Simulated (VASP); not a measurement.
# Mg3SbBr3 (Pm-3m) in VASP: further runs, part 2 of 2

VASP 6.6.1. The steps go on from the part before.

## 4. Single point, PBE

INCAR reads:

```
SYSTEM = Mg3SbBr3
PREC = Accurate
ENCUT = 520
EDIFF = 1E-7
ISMEAR = 0
SIGMA = 0.1
LREAL = .False.
LASPH = .True.
NELM = 100
ALGO = Normal
ISIF = 2
LWAVE = .False.
LCHARG = .True.
GGA = PE
LELF = .True.
LVHAR = .True.
NBANDS = 25
```

KPOINTS reads:

```
Automatic mesh
0
Gamma
  4 4 4
  0 0 0
```

POSCAR reads:

```
Mg3SbBr3
1.0
    5.7150889100      0.0000000000      0.0000000000
    0.0000000000      5.7150889100      0.0000000000
    0.0000000000      0.0000000000      5.7150889100
Mg Sb Br
3 1 3
Direct
    0.5000000000      0.5000000000      0.0000000000
    0.0000000000      0.5000000000      0.5000000000
    0.5000000000      0.0000000000      0.5000000000
    0.5000000000      0.5000000000      0.5000000000
    0.5000000000      0.0000000000      0.0000000000
    0.0000000000      0.5000000000      0.0000000000
    0.0000000000      0.0000000000      0.5000000000
```

Potentials or basis: VASP PAW PBE potentials, release 64 (Mg, Sb, Br).

Launch:

```
$ cat potpaw_PBE.64/Mg/POTCAR potpaw_PBE.64/Sb/POTCAR potpaw_PBE.64/Br/POTCAR > POTCAR
$ mpirun -np 1 vasp_std > vasp.out
```

OUTCAR:

```text
SYSTEM = Mg3SbBr3
   PREC = Accurate
   ENCUT = 520
   EDIFF = 1E-7
   ISMEAR = 0
   LREAL = .False.
   LASPH = .True.
   NELM = 100
   ISIF = 2
   GGA = PE

 ion  position               nearest neighbor table
   1  0.500  0.500  0.000-   4 2.86   5 2.86   6 2.86   4 2.86   5 2.86   6 2.86
   2  0.000  0.500  0.500-   4 2.86   6 2.86   7 2.86   6 2.86   7 2.86   4 2.86
   3  0.500  0.000  0.500-   4 2.86   5 2.86   7 2.86   5 2.86   4 2.86   7 2.86
   4  0.500  0.500  0.500-   1 2.86   2 2.86   3 2.86   1 2.86   3 2.86   2 2.86
   5  0.500  0.000  0.000-   1 2.86   3 2.86   3 2.86   1 2.86
   6  0.000  0.500  0.000-   1 2.86   2 2.86   2 2.86   1 2.86
   7  0.000  0.000  0.500-   2 2.86   3 2.86   2 2.86   3 2.86

  LATTYP: Found a simple cubic cell.
 ALAT       =     5.7150889100

  Lattice vectors:

 A1 = (   5.7150889100,   0.0000000000,   0.0000000000)
 A2 = (   0.0000000000,   5.7150889100,   0.0000000000)
 A3 = (   0.0000000000,   0.0000000000,   5.7150889100)

Analysis of symmetry for initial positions (statically):
=====================================================================
 Subroutine PRICEL returns:
 Original cell was already a primitive cell.

 Routine SETGRP: Setting up the symmetry group for a
 simple cubic supercell.

 Subroutine GETGRP returns: Found 48 space group operations
 (whereof 48 operations were pure point group operations)
 out of a pool of 48 trial point group operations.

The static configuration has the point symmetry O_h .

Analysis of symmetry for dynamics (positions and initial velocities):
=====================================================================
 Subroutine PRICEL returns:
 Original cell was already a primitive cell.

 Routine SETGRP: Setting up the symmetry group for a
 simple cubic supercell.

 Subroutine GETGRP returns: Found 48 space group operations
 (whereof 48 operations were pure point group operations)
[... 120 lines left out ...]
  Thomas-Fermi vector in A             =   2.033472
   LORBIT       =      0    0 simple, 1 ext, 2 COOP (PROOUT), +10 PAW based schemes
   GGA     = PE    functional components
   LHFCALC =     F    Hartree Fock is set to
   AEXX    =    0.0000 exact exchange contribution
   IVDW    =     0    specifies the selected vdW correction
   LEPSILON=     F    determine dielectric tensor
   LRPA    =     F    only Hartree local field effects (RPA)
 non-spin polarized calculation
 Gauss-broadening in eV      SIGMA  =   0.10
  energy-cutoff  :      520.00
  volume of cell :      186.67
 maximum number of plane-waves:      5056
 NGX is ok and might be reduce to    48
   NGX = 21   NGY = 21   NGZ = 21

 number of electron      31.9999994 magnetization

 Free energy of the ion-electron system (eV)
  ---------------------------------------------------
  ext. energy  EPLUGINS =         0.00000000
  ---------------------------------------------------
  free energy    TOTEN  =       -20.57021175 eV

  energy without entropy =      -20.57021175  energy(sigma->0) =      -20.57021175

 E-fermi :   2.7388     XC(G=0):  -8.5300

 val. band max:        2.3091431193   @ k =   0.5000   0.5000   0.5000
 cond. band min:       3.2312976164   @ k =   0.0000   0.0000   0.0000
 fundamental gap:      0.9221544971
 Fermi energy:         2.7387910672

 k-point     1 :       0.0000    0.0000    0.0000
  band No.  band energies     occupation
      1     -12.6090      2.00000
      2     -12.2093      2.00000
      3     -12.2093      2.00000
      4      -5.6976      2.00000
      5      -1.9698      2.00000
      6      -1.9698      2.00000
[... 269 lines left out ...]
     24       7.9092      0.00000
     25       7.9092      0.00000

------------------------ aborting loop because EDIFF is reached ----------------------------------------

  FORCE on cell =-STRESS in cart. coord.  units (eV):
  Direction    XX          YY          ZZ          XY          YZ          ZX
  --------------------------------------------------------------------------------------
  -------------------------------------------------------------------------------------
  Total        0.0176758      0.0176758      0.0176758     -0.0000000      0.0000000     -0.0000000
  in kB        0.1517119      0.1517119      0.1517119     -0.0000000      0.0000000     -0.0000000
  external PRESSURE =       0.1517119 kB  Pullay stress =       0.0000000 kB

 VOLUME and BASIS-vectors are now :
 -----------------------------------------------------------------------------
  energy-cutoff  :      520.00
  volume of cell :      186.67
      direct lattice vectors                 reciprocal lattice vectors
     5.715088910  0.000000000  0.000000000     0.174975406  0.000000000  0.000000000
     0.000000000  5.715088910  0.000000000     0.000000000  0.174975406  0.000000000
     0.000000000  0.000000000  5.715088910     0.000000000  0.000000000  0.174975406

 POSITION                                       TOTAL-FORCE (eV/Angst)
 -----------------------------------------------------------------------------------
      2.85754      2.85754      0.00000         0.000000      0.000000      0.000000
      0.00000      2.85754      2.85754         0.000000      0.000000      0.000000
      2.85754      0.00000      2.85754         0.000000      0.000000      0.000000
      2.85754      2.85754      2.85754         0.000000      0.000000      0.000000
      2.85754      0.00000      0.00000         0.000000      0.000000      0.000000
      0.00000      2.85754      0.00000         0.000000      0.000000      0.000000
      0.00000      0.00000      2.85754         0.000000      0.000000      0.000000
 -----------------------------------------------------------------------------------
    total drift:                                0.000000      0.000000      0.000000

  FREE ENERGIE OF THE ION-ELECTRON SYSTEM (eV)
  ---------------------------------------------------
  free  energy   TOTEN  =       -20.5702117474 eV

  energy  without entropy=      -20.5702117473  energy(sigma->0) =      -20.57021175
```

OSZICAR:

```text
N       E                     dE             d eps       ncg     rms          rms(c)
DAV:   1     0.168947425093E+03    0.16895E+03   -0.11752E+04   500   0.104E+03
DAV:   2    -0.402349789737E+01   -0.17297E+03   -0.16231E+03   680   0.170E+02
DAV:   3    -0.212593650327E+02   -0.17236E+02   -0.17141E+02   635   0.595E+01
DAV:   4    -0.215116942715E+02   -0.25233E+00   -0.25219E+00   591   0.836E+00
DAV:   5    -0.215148682581E+02   -0.31740E-02   -0.31736E-02   685   0.986E-01    0.559E+00
DAV:   6    -0.207354659880E+02    0.77940E+00   -0.10016E+00   537   0.343E+00    0.355E+00
DAV:   7    -0.205719599699E+02    0.16351E+00   -0.65557E-01   582   0.281E+00    0.148E+00
DAV:   8    -0.205701518558E+02    0.18081E-02   -0.34627E-02   569   0.819E-01    0.148E-01
DAV:   9    -0.205701618322E+02   -0.99764E-05   -0.79736E-04   629   0.128E-01    0.705E-02
DAV:  10    -0.205702089255E+02   -0.47093E-04   -0.12435E-04   602   0.503E-02    0.133E-02
DAV:  11    -0.205702108751E+02   -0.19495E-05   -0.17619E-05   603   0.202E-02    0.160E-02
DAV:  12    -0.205702112402E+02   -0.36512E-06   -0.27495E-06   636   0.583E-03    0.888E-03
DAV:  13    -0.205702118601E+02   -0.61996E-06   -0.19698E-06   576   0.638E-03    0.318E-03
DAV:  14    -0.205702117141E+02    0.14600E-06   -0.29650E-07   559   0.285E-03    0.101E-03
DAV:  15    -0.205702117474E+02   -0.33228E-07   -0.29836E-08   387   0.743E-04
   1 F= -.20570212E+02 E0= -.20570212E+02  d E =-.254852E-10
```

Run time: 36 s. Hardware: 1 thread of AMD EPYC 9R45 (Zen 5), shared host; peak memory 0.31 GiB.

What came out:

| Item | Value |
| --- | --- |
| Free energy | -20.5702 eV |
| Pressure | 0.0 GPa |
| Band gap on the k mesh | 0.92 eV, indirect (least direct gap 1.04 eV) |

Caveat: spin-orbit coupling is left out, which moves the levels of the heavy elements. A hybrid or GW would open this gap; PBE tends to underestimate it.

## 5. Summary

```tsv
task	cell	k mesh	cutoff (eV)	smearing	gap on the mesh (eV)	pressure (GPa)
single point	a = 5.719 Å, 7 atoms	6 × 6 × 6	520	gaussian 0.02 eV	0.92	-0.1
relaxation of cell and atoms	relaxed from a = 5.715 Å, 7 atoms	6 × 6 × 6	600	gaussian 0.02 eV	0.92	0.0
single point	a = 5.715 Å, 7 atoms	4 × 4 × 4	520	gaussian 0.1 eV	0.92	0.0
```

Alike in all rows: level PBE; potentials or basis VASP PAW PBE potentials, release 64 (Mg, Sb, Br); no spin polarisation.

Caveats: spin-orbit coupling is left out, which moves the levels of the heavy elements; the relaxation stopped at its first step, so nothing moved (some runs).

Total energies depend on the potentials used, so only differences within one code and one set of settings carry meaning.
